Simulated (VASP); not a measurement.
Input of a VASP 6.6.1 run:

INCAR

```
SYSTEM = Sr
ALGO = Normal
EDIFF = 1E-6
ENCUT = 520
GGA = PE
ISIF = 2
ISMEAR = -1
LASPH = .True.
LCHARG = .True.
LELF = .True.
LREAL = .False.
LVHAR = .True.
LWAVE = .False.
NBANDS = 11
NELM = 80
PREC = Accurate
SIGMA = 0.05
```

File KPOINTS:

```
k-points
0
Gamma
  10 10 10
  0 0 0
```

File POSCAR:

```
Sr
1.0
    3.0550443344      0.0000000000      0.0000000000
    0.0000000000      3.0550443344      0.0000000000
    0.0000000000      0.0000000000      3.0550443344
Sr
1
Direct
    0.0000000000      0.0000000000      0.0000000000
```

Potentials or basis: VASP PAW PBE potentials, release 64 (Sr_sv).

Launch:

```bash
$ cat potpaw_PBE.64/Sr_sv/POTCAR > POTCAR
$ mpirun -np 1 vasp_std > vasp.out
```

**Question.** Estimate the pressure.

**Answer.** 17.8 GPa.

**Question.** Estimate the band gap on the k mesh.

**Answer.** Zero (band 5 reaches 4.43 eV, above the bottom of band 6 at 3.92 eV).
